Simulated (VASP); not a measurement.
Input of a VASP 6.6.1 run:

INCAR

```
ALGO = Normal
EDIFF = 1E-6
ENCUT = 520
GGA = PS
ISIF = 2
ISMEAR = 0
LASPH = T
LCHARG = F
LREAL = F
LWAVE = F
NBANDS = 18
NELM = 100
PREC = Accurate
SIGMA = 0.05
```

Contents of KPOINTS:

```
k-points
0
Gamma
  9 9 6
```

File POSCAR:

```
LiF
1.0
    3.0609398175      0.0000000000      0.0000000000
   -1.5304699087      2.6508516414      0.0000000000
    0.0000000000      0.0000000000      5.1919105356
Li F
2 2
Direct
    0.3333333333      0.6666666667      0.3811542600
    0.6666666667      0.3333333333      0.8811542600
    0.3333333333      0.6666666667      0.9938437400
    0.6666666667      0.3333333333      0.4938437400
```

Potentials or basis: VASP PAW PBE potentials, release 64 (Li_sv, F).

Command:

```bash
$ cat potpaw_PBE.64/Li_sv/POTCAR potpaw_PBE.64/F/POTCAR > POTCAR
$ mpirun -np 1 vasp_std > vasp.out
```

Task: Predict the largest force.

Result: 0.170 eV/Å.

Task: What does it give for the band gap on the k mesh?

Result: 7.42 eV, direct.

Forces on the atoms (eV/Å):
```
Li   0.000  0.000 -0.170
Li   0.000  0.000 -0.170
F    0.000  0.000  0.170
F    0.000  0.000  0.170
```

Caveat: the cell differs from its parent crystal (strain +0.000 along x and y, +0.080 along z); the PAW data sets were made with another functional, which shifts forces and pressure a little. A k mesh can miss the band edges.
